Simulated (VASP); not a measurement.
# Mn (P6_3/mmc) in VASP: relaxation of cell and atoms with PBEsol

Aim: the relaxation of cell and atoms of Mn with PBEsol.

Program: VASP 6.6.1. These are calculated values, not measurements. Logs are shortened: lines on timing, memory, paths and dates and some standing lists are left out, and cuts for length are marked.

## Step 1: The cell of the first run

Symmetry: P6_3/mmc, No. 194, hexagonal system. Conventional cell: a = 2.457 Å, b = 2.457 Å, c = 7.903 Å, α = 90.00°, β = 90.00°, γ = 120.00°. Within 3.2 Å of Mn (site symmetry -3m) lie 12 Mn at 2.43 to 2.46 Å. Mn (site symmetry -6m2) has 12 Mn at 2.43 to 2.46 Å within 3.2 Å.

This isn't the form of Mn at room conditions, which is a 58-atom cubic cell.

## Step 2: Relaxation of cell and atoms, PBEsol

INCAR reads:

```
ALGO     = Normal         # electronic algorithm
EDIFF    = 1E-7           # SCF threshold, eV
EDIFFG   = -0.01          # ionic threshold
ENCUT    = 600            # plane-wave cutoff, eV
GGA      = PS             # functional
IBRION   = 2              # ionic algorithm
ISIF     = 3              # what is computed and relaxed
ISMEAR   = 0              # smearing method
LASPH    = T              # aspherical terms in the spheres
LCHARG   = F              # write CHGCAR
LREAL    = F              # projectors in reciprocal space
LWAVE    = F              # write WAVECAR
NELM     = 100            # most SCF steps
NSW      = 100            # ionic steps
PREC     = Accurate       # precision mode
SIGMA    = 0.1            # smearing width, eV
```

KPOINTS reads:

```
k-points
0
Gamma
  21 21 6
```

POSCAR reads:

```
Mn
1.0
    2.4574210997      0.0000000000      0.0000000000
   -1.2287105499      2.1281891002      0.0000000000
    0.0000000000      0.0000000000      7.9027904711
Mn
4
Direct
    0.0000000000      0.0000000000      0.0000000000
    0.0000000000      0.0000000000      0.5000000000
    0.3333333333      0.6666666667      0.7500000000
    0.6666666667      0.3333333333      0.2500000000
```

Potentials or basis: VASP PAW PBE potentials, release 64 (Mn_pv).

On the command line:

```sh
> cat potpaw_PBE.64/Mn_pv/POTCAR > POTCAR
> mpirun -np 1 vasp_std > vasp.out
```

OUTCAR:

```text
EDIFF = 1E-7
   EDIFFG = -0.01
   ENCUT = 600
   GGA = PS
   IBRION = 2
   ISIF = 3
   ISMEAR = 0
   LASPH = T
   LREAL = F
   NELM = 100
   NSW = 100
   PREC = Accurate

 ion  position               nearest neighbor table
   1  0.000  0.000  0.000-   3 2.43   4 2.43   4 2.43   3 2.43   4 2.43   3 2.43
   2  0.000  0.000  0.500-   3 2.43   4 2.43   4 2.43   3 2.43   4 2.43   3 2.43
   3  0.333  0.667  0.750-   1 2.43   2 2.43   1 2.43   2 2.43   1 2.43   2 2.43
   4  0.667  0.333  0.250-   1 2.43   2 2.43   1 2.43   2 2.43   1 2.43   2 2.43

  LATTYP: Found a hexagonal cell.
 ALAT       =     2.4574210997
 C/A-ratio  =     3.2158877744

  Lattice vectors:

 A1 = (   2.4574210997,   0.0000000000,   0.0000000000)
 A2 = (  -1.2287105499,   2.1281891002,   0.0000000000)
 A3 = (   0.0000000000,   0.0000000000,   7.9027904711)

Analysis of symmetry for initial positions (statically):
=====================================================================
 Subroutine PRICEL returns:
 Original cell was already a primitive cell.

 Routine SETGRP: Setting up the symmetry group for a
 hexagonal supercell.

 Subroutine GETGRP returns: Found 24 space group operations
 (whereof 12 operations were pure point group operations)
 out of a pool of 24 trial point group operations.

The static configuration has the point symmetry D_3d.
 The point group associated with its full space group is D_6h.

Analysis of symmetry for dynamics (positions and initial velocities):
=====================================================================
 Subroutine PRICEL returns:
 Original cell was already a primitive cell.

 Routine SETGRP: Setting up the symmetry group for a
 hexagonal supercell.

 Subroutine GETGRP returns: Found 24 space group operations
 (whereof 12 operations were pure point group operations)
 out of a pool of 24 trial point group operations.

The dynamic configuration has the point symmetry D_3d.
 The point group associated with its full space group is D_6h.

 Subroutine INISYM returns: Found 24 space group operations
 (whereof 12 operations are pure point group operations),
 and found     1 'primitive' translations

----------------------------------------------------------------------------------------

                                     Primitive cell

  volume of cell :      41.3305

  direct lattice vectors                    reciprocal lattice vectors
     2.457421100  0.000000000  0.000000000     0.406930664  0.234941528  0.000000000
    -1.228710550  2.128189100  0.000000000     0.000000000  0.469883057  0.000000000
     0.000000000  0.000000000  7.902790471     0.000000000  0.000000000  0.126537582

  length of vectors
     2.457421100  2.457421100  7.902790471     0.469883057  0.469883057  0.126537582

  position of ions in fractional coordinates (direct lattice)
     0.000000000  0.000000000  0.000000000
     0.000000000  0.000000000  0.500000000
     0.333333333  0.666666667  0.750000000
     0.666666667  0.333333333  0.250000000

  ion indices of the primitive-cell ions
   primitive index   ion index
                 1           1
                 2           2
                 3           3
                 4           4

----------------------------------------------------------------------------------------

 KPOINTS: k-points

Automatic generation of k-mesh.
 Grid dimensions read from file:
 generate k-points for:   21   21    6

 Generating k-lattice:

  Cartesian coordinates                     Fractional coordinates (reciprocal lattice)
     0.019377651  0.011187692  0.000000000     0.047619048 -0.000000000  0.000000000
     0.000000000  0.022375384  0.000000000     0.000000000  0.047619048  0.000000000
     0.000000000  0.000000000  0.021089597     0.000000000  0.000000000  0.166666667

  Length of vectors
     0.022375384  0.022375384  0.021089597

  Shift w.r.t. Gamma in fractional coordinates (k-lattice)
     0.000000000  0.000000000  0.000000000

 Subroutine IBZKPT returns following result:
 ===========================================

 Found    192 irreducible k-points:

 Following reciprocal coordinates:
            Coordinates               Weight
  0.000000  0.000000  0.000000      1.000000
  0.047619  0.000000  0.000000      6.000000
  0.095238 -0.000000  0.000000      6.000000
  0.142857 -0.000000  0.000000      6.000000
  0.190476 -0.000000  0.000000      6.000000
  0.238095  0.000000  0.000000      6.000000
[... 16 lines left out ...]
  0.142857  0.095238  0.000000     12.000000
  0.190476  0.095238  0.000000     12.000000
 [... further k-points ...]
   k-points           NKPTS =    192   k-points in BZ     NKDIM =    192   number of bands    NBANDS=     31
   number of dos      NEDOS =    301   number of ions     NIONS =      4
   total plane-waves  NPLWV =  25600
   dimension x,y,z NGX =    20 NGY =   20 NGZ =   64
   dimension x,y,z NGXF=    40 NGYF=   40 NGZF=  128
   ions per type =               4
   NGX,Y,Z   is equivalent  to a cutoff of  13.53, 13.53, 13.46 a.u.
   NGXF,Y,Z  is equivalent  to a cutoff of  27.06, 27.06, 26.93 a.u.
 SYSTEM =  unknown system
   PREC   = accura    normal or accurate (medium, high low for compatibility)
   ISTART =      0    job   : 0-new  1-cont  2-samecut
   ICHARG =      2    charge: 1-file 2-atom 10-const
   ISPIN  =      1    spin polarized calculation?
   LNONCOLLINEAR =      F non collinear calculations
   LSORBIT =      F    spin-orbit coupling
   LASPH  =      T    aspherical Exc in radial PAW
   ENCUT  =  600.0 eV  44.10 Ry    6.64 a.u.   4.91  4.91 15.78*2*pi/ulx,y,z
   NELM   =    100;   NELMIN=  2; NELMDL= -5     # of ELM steps
   EDIFF  = 0.1E-06   stopping-criterion for ELM
   LREAL  =      F    real-space projection
   EDIFFG = -.1E-01   stopping-criterion for IOM
   NSW    =    100    number of steps for IOM
   IBRION =      2    ionic relax: 0-MD 1-quasi-New 2-CG
   NFREE  =      1    steps in history (QN), initial steepest desc. (CG)
   ISIF   =      3    stress and relaxation
   ISYM   =      2    0-nonsym 1-usesym 2-fastsym
   POTIM  = 0.5000    time-step for ionic-motion
   TEBEG  =    0.0;   TEEND  =   0.0 temperature during run
   PSTRESS=    0.0 pullay stress
   NELECT =      52.0000    total number of electrons
   NUPDOWN=      -1.0000    fix difference up-down
   EMIN   =  10.00;   EMAX   =-10.00  energy-range for DOS
   EFERMI =   0.00;   METHOD = LEGACY
   ISMEAR =     0;   SIGMA  =   0.10  broadening in eV -4-tet -1-fermi 0-gaus
   EFERMI_NEDOS =   21; number of points for ismear=-14 and -15
   IALGO  =     38    algorithm
   IMIX   =      4    mixing-type and parameters
     AMIX     =   0.40;   BMIX     =  1.00
     AMIX_MAG =   1.60;   BMIX_MAG =  1.00
  volume/ion in A,a.u.               =      10.33        69.73
  Fermi-wavevector in a.u.,A,eV,Ry     =   1.767336  3.339781 42.497491  3.123477
  Thomas-Fermi vector in A             =   2.834742
   LORBIT       =      0    0 simple, 1 ext, 2 COOP (PROOUT), +10 PAW based schemes
   GGA     = PS    functional components
   LHFCALC =     F    Hartree Fock is set to
   AEXX    =    0.0000 exact exchange contribution
   IVDW    =     0    specifies the selected vdW correction
   LEPSILON=     F    determine dielectric tensor
   LRPA    =     F    only Hartree local field effects (RPA)
 conjugate gradient relaxation of ions
 non-spin polarized calculation
 Gauss-broadening in eV      SIGMA  =   0.10
  energy-cutoff  :      600.00
  volume of cell :       41.33
 maximum number of plane-waves:      1414
 NGX is ok and might be reduce to    20
   NGX =  9   NGY =  9   NGZ = 31

--------------------------------------- Ionic step        1  -------------------------------------------

 number of electron      51.9999995 magnetization

 Free energy of the ion-electron system (eV)
  ---------------------------------------------------
  ext. energy  EPLUGINS =         0.00000000
  ---------------------------------------------------
  free energy    TOTEN  =       -38.84059298 eV

  energy without entropy =      -38.81681540  energy(sigma->0) =      -38.82870419

------------------------ aborting loop because EDIFF is reached ----------------------------------------

  FORCE on cell =-STRESS in cart. coord.  units (eV):
  Direction    XX          YY          ZZ          XY          YZ          ZX
  --------------------------------------------------------------------------------------
  -------------------------------------------------------------------------------------
  Total       -0.2569650     -0.2569650      0.0708784      0.0000000      0.0000000      0.0000000
  in kB       -9.9612587     -9.9612587      2.7476062      0.0000000      0.0000000      0.0000000
  external PRESSURE =      -5.7249704 kB  Pullay stress =       0.0000000 kB

 VOLUME and BASIS-vectors are now :
 -----------------------------------------------------------------------------
  energy-cutoff  :      600.00
  volume of cell :       41.33
      direct lattice vectors                 reciprocal lattice vectors
     2.457421100  0.000000000  0.000000000     0.406930664  0.234941528  0.000000000
    -1.228710550  2.128189100  0.000000000     0.000000000  0.469883057  0.000000000
     0.000000000  0.000000000  7.902790471     0.000000000  0.000000000  0.126537582
[... 115 lines left out ...]
 POSITION                                       TOTAL-FORCE (eV/Angst)
 -----------------------------------------------------------------------------------
      0.00000      0.00000      7.92009         0.000000     -0.000000      0.000000
      0.00000      0.00000      3.96005         0.000000     -0.000000      0.000000
     -0.00000      1.41625      5.94007        -0.000000      0.000000      0.000000
      1.22650      0.70812      1.98002         0.000000     -0.000000     -0.000000
 -----------------------------------------------------------------------------------
    total drift:                                0.000000     -0.000000      0.000000

  FREE ENERGIE OF THE ION-ELECTRON SYSTEM (eV)
  ---------------------------------------------------
  free  energy   TOTEN  =       -38.8410595814 eV

  energy  without entropy=      -38.8177153981  energy(sigma->0) =      -38.82938749

--------------------------------------- Ionic step        5  -------------------------------------------

 number of electron      52.0000001 magnetization

 Free energy of the ion-electron system (eV)
  ---------------------------------------------------
  ext. energy  EPLUGINS =         0.00000000
  ---------------------------------------------------
  free energy    TOTEN  =       -38.84108715 eV

  energy without entropy =      -38.81768946  energy(sigma->0) =      -38.82938830

 E-fermi :  10.8562     XC(G=0): -14.4410

 val. band max:       10.8478149631   @ k =   0.1905   0.0952   0.3333
 cond. band min:      10.8567843371   @ k =   0.3333   0.2857   0.0000
 fundamental gap:      0.0089693740
 Fermi energy:        10.8562043385

 k-point     1 :       0.0000    0.0000    0.0000
  band No.  band energies     occupation
      1     -37.4247      2.00000
      2     -37.0207      2.00000
      3     -36.9404      2.00000
      4     -36.6444      2.00000
      5     -36.6444      2.00000
      6     -36.5887      2.00000
[... 805 lines left out ...]
     30      11.4960      0.00000
     31      11.8325      0.00000

 [... further k-points ...]

------------------------ aborting loop because EDIFF is reached ----------------------------------------

  FORCE on cell =-STRESS in cart. coord.  units (eV):
  Direction    XX          YY          ZZ          XY          YZ          ZX
  --------------------------------------------------------------------------------------
  -------------------------------------------------------------------------------------
  Total       -0.0007395     -0.0007395     -0.0001179      0.0000000      0.0000000      0.0000000
  in kB       -0.0287194     -0.0287194     -0.0045784      0.0000000      0.0000000      0.0000000
  external PRESSURE =      -0.0206724 kB  Pullay stress =       0.0000000 kB

 VOLUME and BASIS-vectors are now :
 -----------------------------------------------------------------------------
  energy-cutoff  :      600.00
  volume of cell :       41.25
      direct lattice vectors                 reciprocal lattice vectors
     2.453238770  0.000000000  0.000000000     0.407624407  0.235342061 -0.000000000
    -1.226619385  2.124567097 -0.000000000    -0.000000000  0.470684123 -0.000000000
     0.000000000  0.000000000  7.914937437    -0.000000000  0.000000000  0.126343387

 POSITION                                       TOTAL-FORCE (eV/Angst)
 -----------------------------------------------------------------------------------
      0.00000      0.00000      0.00000        -0.000000     -0.000000     -0.000000
      0.00000      0.00000      3.95747        -0.000000     -0.000000     -0.000000
     -0.00000      1.41638      5.93620         0.000000      0.000000     -0.000000
      1.22662      0.70819      1.97873        -0.000000     -0.000000      0.000000
 -----------------------------------------------------------------------------------
    total drift:                                0.000000     -0.000000      0.000000

  FREE ENERGIE OF THE ION-ELECTRON SYSTEM (eV)
  ---------------------------------------------------
  free  energy   TOTEN  =       -38.8410871465 eV

  energy  without entropy=      -38.8176894563  energy(sigma->0) =      -38.82938830

 reached required accuracy - stopping structural energy minimisation
```

Wall time 11 min (1 thread of Intel Xeon Platinum 8488C (Sapphire Rapids), shared host); peak memory 0.33 GiB.

What came out:

```
Free energy                           : -38.8411 eV
Relaxed volume                        : 10.31 Å³/atom
Relaxed cell                          : a = 2.453 Å, b = 2.453 Å, c = 7.915 Å, α = 90.00°, β = 90.00°, γ = 120.00°
Space group after relaxing (to 0.1 Å) : P6_3/mmc (No. 194)
Energy gained by relaxing             : 0.1 meV/atom
Ionic steps                           : 5
Pressure after relaxing               : 0.0 GPa
Band gap on the k mesh                : zero (bands 26 and 27 overlap by 2.19 eV)
```

Step by step:
| step | energy change (eV) | largest force (eV/Å) | pressure (GPa) | volume (Å³) |
| --- | --- | --- | --- | --- |
| 1 | 0.0000 | 0.0000 | -0.57 | 41.33 |
| 2 | 0.0000 | 0.0000 | 1.08 | 41.11 |
| 3 | -0.0004 | 0.0000 | 0.25 | 41.22 |
| 4 | -0.0005 | 0.0000 | -0.15 | 41.27 |
| 5 | -0.0005 | 0.0000 | 0.00 | 41.25 |

Final structure:
```xyz
4
Lattice="2.4532 0.0000 0.0000 -1.2266 2.1246 0.0000 0.0000 0.0000 7.9149" Properties=species:S:1:pos:R:3 pbc="T T T"
Mn    0.0000    0.0000    0.0000
Mn    0.0000    0.0000    3.9575
Mn    0.0000    1.4164    5.9362
Mn    1.2266    0.7082    1.9787
```

Levels at points of the mesh, in eV from the Fermi level:
```csv
k point,band 24,band 25,band 26,band 27,band 28,band 29
"(0.00, 0.00, 0.00)",-0.81,-0.81,-0.74,-0.74,0.25,0.25
"(0.00, 0.00, 0.50)",-0.95,-0.95,-0.95,-0.69,-0.69,0.53
```

Caveat: the PAW data sets were made with another functional, which shifts forces and pressure a little; the run has no spin polarisation, though such a crystal can be magnetic. Spin polarisation is off, so any magnetic state and its effect on volume and gap are missing.
